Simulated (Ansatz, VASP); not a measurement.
# One calculation of CdSe, two programs

```xyz
2
Lattice="0.0000 2.9084 2.9084 2.9084 0.0000 2.9084 2.9084 2.9084 0.0000" Properties=species:S:1:pos:R:3 pbc="T T T"
Cd    0.0000    0.0000    0.0000
Se    1.4542    1.4542    1.4542
```

Alike in both runs: functional PBE; k mesh 8 × 8 × 8; occupations fermi-dirac, width 0.03 eV; no spin polarisation.

Ansatz relaxed the structure, and its values are those at the end. VASP's run is a single point on that final structure, the one shown.

|  | VASP | Ansatz |
| --- | --- | --- |
| version | VASP 6.6.1 | Ansatz 0.2.0 |
| potentials or method | VASP PAW PBE potentials, release 64 (Cd, Se) | PAW with Ansatz's default frozen-core files, scalar-relativistic |
| plane-wave cutoff (eV) | 520 | 420 |
| valence electrons in the cell | 18 | 36 |

Ansatz gave:

* pressure (GPa): 13.2

Question: Estimate VASP's values.

Answer: Pressure (GPa): 13.8.

The functional is the same, so the differences come from potentials, cutoffs and numerics. VASP's potentials hold 18 valence electrons a cell and Ansatz's 36, so a difference there can come from the potentials and not from the codes. Ansatz's warnings: stress scf threshold loose.
